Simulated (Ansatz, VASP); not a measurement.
B3As in VASP and in Ansatz

```xyz
4
Lattice="3.5790 0.0000 0.0000 0.0000 3.5790 0.0000 0.0000 0.0000 3.0062" Properties=species:S:1:pos:R:3 pbc="T T T"
B     0.0000    1.7895    1.5031
B     1.7895    0.0000    1.5031
B     1.7895    1.7895    0.0000
As    0.0000    0.0000    0.0000
```

Change from the starting cell: species swapped into the Ti3Ag type (P4/mmm, No. 123).

Alike in both runs: functional PBE; k mesh 14 × 14 × 16; occupations gaussian, width 0.1 eV; no spin polarisation.

Ansatz relaxed the structure, and its values are those at the end. VASP's run is a single point on that final structure, the one shown.

```csv
,VASP,Ansatz
version,VASP 6.6.1,Ansatz 0.2.0
potentials or method,"VASP PAW PBE potentials, release 64 (B, As), cutoff 520 eV","scalar-relativistic, plane waves, PAW"
valence electrons in the cell,14,24
```

VASP gave:

* gap on the k mesh at the Fermi level (eV): none
* pressure (GPa): 0.4

Question: Estimate Ansatz's values.

Answer: gap on the k mesh at the Fermi level (eV): none; pressure (GPa): 0.0.

A gap of «none» marks a metal or a gap that the smearing closes. With one functional, cell and mesh, what is left measures potentials, basis and numerics. VASP's potentials hold 14 valence electrons a cell and Ansatz's 24, so a difference there can come from the potentials and not from the codes.
